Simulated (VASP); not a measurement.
# Si3N4 (P6_3/m) in VASP: a series of runs

Runs on Si3N4. Level: PBE. Tasks: single point.

All numbers are computed with VASP 6.6.1; they aren't measurements. Logs are shortened: lines on timing, memory, paths and dates and some standing lists are left out, and cuts for length are marked.

**1. The cell of the first run**

Symmetry: P6_3/m, No. 176, hexagonal system. Conventional cell: a = 7.602 Å, b = 7.602 Å, c = 2.906 Å, α = 90.00°, β = 90.00°, γ = 120.00°. Si (site symmetry m) has 4 N at 1.73 to 1.74 Å within 2.3 Å. Within 2.3 Å of N (site symmetry m) lie 3 Si at 1.74 Å. N (site symmetry -6) has 3 Si at 1.73 Å within 2.3 Å.

**2. Single point, PBE**

File INCAR:

```
SYSTEM = Si3N4
PREC = Accurate
ENCUT = 520
EDIFF = 1E-7
ISMEAR = -1
SIGMA = 0.02
LREAL = .False.
LASPH = .True.
NELM = 80
ALGO = Normal
ISIF = 2
LWAVE = .False.
LCHARG = .False.
GGA = PE
NBANDS = 45
```

File KPOINTS:

```
regular mesh
0
Gamma
  4 4 10
  0 0 0
```

File POSCAR:

```
Si3N4
1.0
    7.6015000000      0.0000000000      0.0000000000
   -3.8007500000      6.5830921069      0.0000000000
    0.0000000000      0.0000000000      2.9061000000
Si N
6 8
Direct
    0.7679630651      0.1740808065      0.2500000000
    0.5938822586      0.7679630651      0.7500000000
    0.8259191935      0.5938822586      0.2500000000
    0.2320369349      0.8259191935      0.7500000000
    0.4061177414      0.2320369349      0.2500000000
    0.1740808065      0.4061177414      0.7500000000
    0.0299560717      0.3298971709      0.2500000000
    0.7000589008      0.0299560717      0.7500000000
    0.6701028291      0.7000589008      0.2500000000
    0.9700439283      0.6701028291      0.7500000000
    0.2999410992      0.9700439283      0.2500000000
    0.3298971709      0.2999410992      0.7500000000
    0.6666666667      0.3333333333      0.2500000000
    0.3333333333      0.6666666667      0.7500000000
```

Potentials or basis: VASP PAW PBE potentials, release 64 (Si, N).

Started as:

```bash
> cat potpaw_PBE.64/Si/POTCAR potpaw_PBE.64/N/POTCAR > POTCAR
> mpirun -np 1 vasp_std > vasp.out
```

OUTCAR:

```text
SYSTEM = Si3N4
   PREC = Accurate
   ENCUT = 520
   EDIFF = 1E-7
   ISMEAR = -1
   LREAL = .False.
   LASPH = .True.
   NELM = 80
   ISIF = 2
   GGA = PE

 ion  position               nearest neighbor table
   1  0.768  0.174  0.250-  13 1.73   7 1.74   8 1.74   8 1.74   5 3.00   3 3.00   6 3.05   6 3.05
                             2 3.05   2 3.05
   2  0.594  0.768  0.750-  14 1.73   8 1.74   9 1.74   9 1.74   4 3.00   6 3.00   3 3.05   3 3.05
                             1 3.05   1 3.05
   3  0.826  0.594  0.250-  13 1.73   9 1.74  10 1.74  10 1.74   5 3.00   1 3.00   2 3.05   2 3.05
                             4 3.05   4 3.05
   4  0.232  0.826  0.750-  14 1.73  10 1.74  11 1.74  11 1.74   2 3.00   6 3.00   3 3.05   3 3.05
                             5 3.05   5 3.05
   5  0.406  0.232  0.250-  13 1.73  11 1.74  12 1.74  12 1.74   1 3.00   3 3.00   6 3.05   6 3.05
                             4 3.05   4 3.05
   6  0.174  0.406  0.750-  14 1.73  12 1.74   7 1.74   7 1.74   2 3.00   4 3.00   5 3.05   5 3.05
                             1 3.05   1 3.05
   7  0.030  0.330  0.250-   1 1.74   6 1.74   6 1.74
   8  0.700  0.030  0.750-   2 1.74   1 1.74   1 1.74
   9  0.670  0.700  0.250-   3 1.74   2 1.74   2 1.74
  10  0.970  0.670  0.750-   4 1.74   3 1.74   3 1.74
  11  0.300  0.970  0.250-   5 1.74   4 1.74   4 1.74
  12  0.330  0.300  0.750-   6 1.74   5 1.74   5 1.74
  13  0.667  0.333  0.250-   1 1.73   3 1.73   5 1.73
  14  0.333  0.667  0.750-   4 1.73   6 1.73   2 1.73

  LATTYP: Found a hexagonal cell.
 ALAT       =     7.6015000000
 C/A-ratio  =     0.3823061238

  Lattice vectors:

 A1 = (   7.6015000000,   0.0000000000,   0.0000000000)
 A2 = (  -3.8007500000,   6.5830921069,   0.0000000000)
 A3 = (   0.0000000000,   0.0000000000,   2.9061000000)

Analysis of symmetry for initial positions (statically):
=====================================================================
 Subroutine PRICEL returns:
 Original cell was already a primitive cell.

 Routine SETGRP: Setting up the symmetry group for a
 hexagonal supercell.

 Subroutine GETGRP returns: Found 12 space group operations
 (whereof  6 operations were pure point group operations)
 out of a pool of 24 trial point group operations.

The static configuration has the point symmetry S_6 .
 The point group associated with its full space group is C_6h.

Analysis of symmetry for dynamics (positions and initial velocities):
=====================================================================
 Subroutine PRICEL returns:
 Original cell was already a primitive cell.

[... 147 lines left out ...]
   EFERMI_NEDOS =   21; number of points for ismear=-14 and -15
   IALGO  =     38    algorithm
   IMIX   =      4    mixing-type and parameters
     AMIX     =   0.40;   BMIX     =  1.00
     AMIX_MAG =   1.60;   BMIX_MAG =  1.00
  volume/ion in A,a.u.               =      10.39        70.10
  Fermi-wavevector in a.u.,A,eV,Ry     =   1.245245  2.353172 21.097680  1.550636
  Thomas-Fermi vector in A             =   2.379476
   LORBIT       =      0    0 simple, 1 ext, 2 COOP (PROOUT), +10 PAW based schemes
   GGA     = PE    functional components
   LHFCALC =     F    Hartree Fock is set to
   AEXX    =    0.0000 exact exchange contribution
   IVDW    =     0    specifies the selected vdW correction
   LEPSILON=     F    determine dielectric tensor
   LRPA    =     F    only Hartree local field effects (RPA)
 non-spin polarized calculation
  energy-cutoff  :      520.00
  volume of cell :      145.43
 maximum number of plane-waves:      3965
 NGX is ok and might be reduce to    60
   NGX = 29   NGY = 29   NGZ = 11

 number of electron      63.9999992 magnetization

 Free energy of the ion-electron system (eV)
  ---------------------------------------------------
  ext. energy  EPLUGINS =         0.00000000
  ---------------------------------------------------
  free energy    TOTEN  =      -114.48825732 eV

  energy without entropy =     -114.48825732  energy(sigma->0) =     -114.48825732

 E-fermi :   7.2360     XC(G=0): -10.8125

 val. band max:        6.7780147960   @ k =   0.0000   0.0000   0.2000
 cond. band min:      11.1032709217   @ k =   0.0000   0.0000   0.0000
 fundamental gap:      4.3252561256
 Fermi energy:         7.2359749973

 k-point     1 :       0.0000    0.0000    0.0000
  band No.  band energies     occupation
      1     -11.4529      2.00000
      2      -9.9884      2.00000
      3      -9.9884      2.00000
      4      -9.3447      2.00000
      5      -9.2169      2.00000
      6      -9.2169      2.00000
[... 1117 lines left out ...]
     43      14.4213      0.00000
     44      14.4213      0.00000
 [bands above 44 left out]

------------------------ aborting loop because EDIFF is reached ----------------------------------------

  FORCE on cell =-STRESS in cart. coord.  units (eV):
  Direction    XX          YY          ZZ          XY          YZ          ZX
  --------------------------------------------------------------------------------------
  -------------------------------------------------------------------------------------
  Total        4.9830699      4.9830699      4.8292989     -0.0000000     -0.0000000     -0.0000000
  in kB       54.8994229     54.8994229     53.2052981     -0.0000005     -0.0000000     -0.0000000
  external PRESSURE =      54.3347146 kB  Pullay stress =       0.0000000 kB

 VOLUME and BASIS-vectors are now :
 -----------------------------------------------------------------------------
  energy-cutoff  :      520.00
  volume of cell :      145.43
      direct lattice vectors                 reciprocal lattice vectors
     7.601500000  0.000000000  0.000000000     0.131552983  0.075952150  0.000000000
    -3.800750000  6.583092107  0.000000000     0.000000000  0.151904300  0.000000000
     0.000000000  0.000000000  2.906100000     0.000000000  0.000000000  0.344103782

 POSITION                                       TOTAL-FORCE (eV/Angst)
 -----------------------------------------------------------------------------------
      5.17603      1.14599      0.72652        -0.011069     -0.005424     -0.000000
      1.59556      5.05557      2.17957        -0.000837     -0.012298      0.000000
      4.02103      3.90958      0.72652         0.010232     -0.006874     -0.000000
     -1.37528      5.43710      2.17957         0.011069      0.005424      0.000000
      2.20519      1.52752      0.72652         0.000837      0.012298      0.000000
     -0.22028      2.67351      2.17957        -0.010232      0.006874      0.000000
     -1.02615      2.17174      0.72652        -0.001089     -0.013213      0.000000
      5.20764      0.19720      2.17957         0.010899     -0.007550      0.000000
      2.43304      4.60855      0.72652         0.011987      0.005664      0.000000
      4.82690      4.41135      2.17957         0.001089      0.013213     -0.000000
     -1.40689      6.38589      0.72652        -0.010899      0.007550     -0.000000
      1.36771      1.97454      2.17957        -0.011987     -0.005664     -0.000000
      3.80075      2.19436      0.72652         0.000000      0.000000     -0.000000
     -0.00000      4.38873      2.17957         0.000000      0.000000      0.000000
 -----------------------------------------------------------------------------------
    total drift:                                0.000000     -0.000000      0.000000

  FREE ENERGIE OF THE ION-ELECTRON SYSTEM (eV)
  ---------------------------------------------------
  free  energy   TOTEN  =      -114.4882573224 eV

  energy  without entropy=     -114.4882573224  energy(sigma->0) =     -114.48825732
```

OSZICAR:

```text
N       E                     dE             d eps       ncg     rms          rms(c)
DAV:   1     0.283518747228E+03    0.28352E+03   -0.31788E+04  2160   0.132E+03
DAV:   2    -0.108239537310E+03   -0.39176E+03   -0.37175E+03  2764   0.280E+02
DAV:   3    -0.130940306537E+03   -0.22701E+02   -0.22548E+02  2744   0.707E+01
DAV:   4    -0.131291397746E+03   -0.35109E+00   -0.35000E+00  2728   0.946E+00
DAV:   5    -0.131300256040E+03   -0.88583E-02   -0.88475E-02  2656   0.143E+00    0.296E+01
DAV:   6    -0.114623745992E+03    0.16677E+02   -0.58708E+01  2611   0.309E+01    0.132E+01
DAV:   7    -0.114532848422E+03    0.90898E-01   -0.31237E+00  2744   0.729E+00    0.631E+00
DAV:   8    -0.114486389705E+03    0.46459E-01   -0.17174E-01  2603   0.201E+00    0.217E+00
DAV:   9    -0.114485564102E+03    0.82560E-03   -0.38949E-02  2728   0.103E+00    0.309E-01
DAV:  10    -0.114487464221E+03   -0.19001E-02   -0.38448E-03  2488   0.274E-01    0.176E-01
DAV:  11    -0.114488198419E+03   -0.73420E-03   -0.94214E-04  2456   0.157E-01    0.279E-02
DAV:  12    -0.114488235461E+03   -0.37042E-04   -0.52474E-05  2680   0.399E-02    0.110E-02
DAV:  13    -0.114488252983E+03   -0.17521E-04   -0.19559E-05  2424   0.212E-02    0.505E-03
DAV:  14    -0.114488256471E+03   -0.34886E-05   -0.30278E-06  2608   0.939E-03    0.322E-03
DAV:  15    -0.114488257390E+03   -0.91840E-06   -0.19662E-06  2416   0.567E-03    0.215E-03
DAV:  16    -0.114488257322E+03    0.67298E-07   -0.80874E-08  1968   0.162E-03
   1 F= -.11448826E+03 E0= -.11448826E+03  d E =-.163245E-11
```

Run time: 3.9 min. Hardware: 1 thread of Intel Xeon Platinum 8259CL at 2.50GHz (Skylake/Cascade Lake), shared host; peak memory 0.33 GiB.

Results:

```
Free energy            : -114.4883 eV
Pressure               : 5.4 GPa
Largest force          : 0.013 eV/Å
Band gap on the k mesh : 4.33 eV (least direct gap 4.52 eV)
```

Forces on the atoms (eV/Å):
```
Si  -0.011 -0.005  0.000
Si  -0.001 -0.012  0.000
Si   0.010 -0.007  0.000
Si   0.011  0.005  0.000
Si   0.001  0.012  0.000
Si  -0.010  0.007  0.000
N   -0.001 -0.013  0.000
N    0.011 -0.008  0.000
N    0.012  0.006  0.000
N    0.001  0.013  0.000
N   -0.011  0.008  0.000
N   -0.012 -0.006  0.000
N    0.000  0.000  0.000
N    0.000  0.000  0.000
```

Stress tensor (GPa, compression positive):
```
5.49 0.00 0.00
0.00 5.49 0.00
0.00 0.00 5.32
```

Caveat: the cell stands under pressure.

**3. Single point, PBE**

File INCAR:

```
PREC = Accurate
ENCUT = 520
EDIFF = 1E-6
ISMEAR = -1
SIGMA = 0.02
LREAL = False
LASPH = True
NELM = 80
ALGO = Normal
ISIF = 2
LWAVE = False
LCHARG = False
GGA = PE
NBANDS = 45
```

File KPOINTS:

```
Automatic mesh
0
Gamma
  4 4 10
```

File POSCAR:

```
Si3N4
1.0
    7.6015000000      0.0000000000      0.0000000000
   -3.8007500000      6.5830921069      0.0000000000
    0.0000000000      0.0000000000      2.9061000000
Si N
6 8
Direct
    0.7679630651      0.1740808067      0.2500000000
    0.5938822584      0.7679630651      0.7500000000
    0.8259191933      0.5938822584      0.2500000000
    0.2320369349      0.8259191933      0.7500000000
    0.4061177416      0.2320369349      0.2500000000
    0.1740808067      0.4061177416      0.7500000000
    0.0299560718      0.3298971717      0.2500000000
    0.7000589001      0.0299560718      0.7500000000
    0.6701028283      0.7000589001      0.2500000000
    0.9700439282      0.6701028283      0.7500000000
    0.2999410999      0.9700439282      0.2500000000
    0.3298971717      0.2999410999      0.7500000000
    0.6666666667      0.3333333333      0.2500000000
    0.3333333333      0.6666666667      0.7500000000
```

Potentials or basis: VASP PAW PBE potentials, release 64 (Si, N).

Started as:

```bash
> cat potpaw_PBE.64/Si/POTCAR potpaw_PBE.64/N/POTCAR > POTCAR
> mpirun -np 1 vasp_std > vasp.out
```

Wall time 2.3 min (1 thread of Intel Xeon Platinum 8488C (Sapphire Rapids), shared host); peak memory 0.32 GiB.

Results (log left out):

```
Free energy            : -114.4883 eV
Pressure               : 5.4 GPa
Largest force          : 0.013 eV/Å
Band gap on the k mesh : 4.33 eV (least direct gap 4.52 eV)
```

Forces in eV/Å, atoms in the order of the input:
```
Si  -0.011 -0.005  0.000
Si  -0.001 -0.012  0.000
Si   0.010 -0.007  0.000
Si   0.011  0.005  0.000
Si   0.001  0.012  0.000
Si  -0.010  0.007  0.000
N   -0.001 -0.013  0.000
N    0.011 -0.008  0.000
N    0.012  0.006  0.000
N    0.001  0.013  0.000
N   -0.011  0.008  0.000
N   -0.012 -0.006  0.000
N    0.000  0.000  0.000
N    0.000  0.000  0.000
```

Stress tensor (GPa, compression positive):
```
5.49 0.00 0.00
0.00 5.49 0.00
0.00 0.00 5.32
```

Levels at points of the mesh, in eV from the valence-band top:
```
           k point  band 29  band 30  band 31  band 32  band 33  band 34  band 35  band 36
(0.00, 0.00, 0.00)    -1.29    -0.46    -0.39    -0.19     4.33     4.77     4.91     4.91
(0.50, 0.00, 0.00)    -1.35    -0.77    -0.33    -0.25     4.64     4.72     4.88     5.30
(0.00, 0.00, 0.50)    -1.62    -1.62    -1.35    -1.35     4.73     4.73     4.73     4.73
(0.50, 0.00, 0.50)    -1.50    -1.50    -1.05    -1.05     4.81     4.81     5.87     5.87
```

Caveat: the cell stands under pressure. A k mesh can miss the band edges.
